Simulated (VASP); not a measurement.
Crystal: MgO.

```
Mg O
1.0
     2.93802    0.00000    0.00000
    -1.46901    2.54440    0.00000
     0.00000    0.00000    2.67968
Mg O
1 1
Direct
  0.00000 0.00000 0.00000
  0.33333 0.66667 0.50000
```

Program: VASP 6.6.1. Alike in all runs: task single point; potentials or basis VASP PAW PBE potentials, release 64 (Mg, O); no spin polarisation; cell as given; cutoff (eV) 600.

Problem. Order these runs on this cell by their band gap on the k mesh, lowest first.
A. level PBEsol; k mesh 5 × 7 × 2, shifted; smearing gaussian 0.1 eV
B. level PBE; k mesh 6 × 6 × 6; smearing gaussian 0.01 eV
C. level PBE; k mesh 2 × 2 × 2; smearing tetrahedron

Solution. C (2.69 eV), B (3.00 eV), A (6.04 eV).

Caveats: some runs use coarse meshes.

A k mesh can miss the band edges, odd and even meshes differently.
